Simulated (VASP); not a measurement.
Here is a VASP 6.6.1 calculation.

File INCAR:

```
PREC = Accurate
ENCUT = 500
EDIFF = 1E-6
ISMEAR = 1
SIGMA = 0.1
LREAL = F
LASPH = T
NELM = 120
ALGO = Normal
ISIF = 2
LWAVE = F
LCHARG = F
GGA = CA
NBANDS = 14
GGA_COMPAT = F
```

File KPOINTS:

```
regular mesh
0
Gamma
  5 5 5
```

File POSCAR:

```
Na
1.0
    0.0000000000      3.6144185396      3.6144185396
    3.6144185396      0.0000000000      3.6144185396
    3.6144185396      3.6144185396      0.0000000000
Na
2
Direct
    0.0000000000      0.0000000000      0.0000000000
    0.2500000000      0.2500000000      0.2500000000
```

Potentials or basis: VASP PAW LDA potentials, release 64 (Na_pv).

Launch:

```bash
$ cat potpaw_LDA.64/Na_pv/POTCAR > POTCAR
$ mpirun -np 1 vasp_std > vasp.out
```

Problem. Estimate the band gap on the k mesh.

Solution. Zero (band 7 reaches -0.28 eV, above the bottom of band 8 at -0.40 eV).

Problem. Predict the pressure.

Solution. 0.0 GPa.
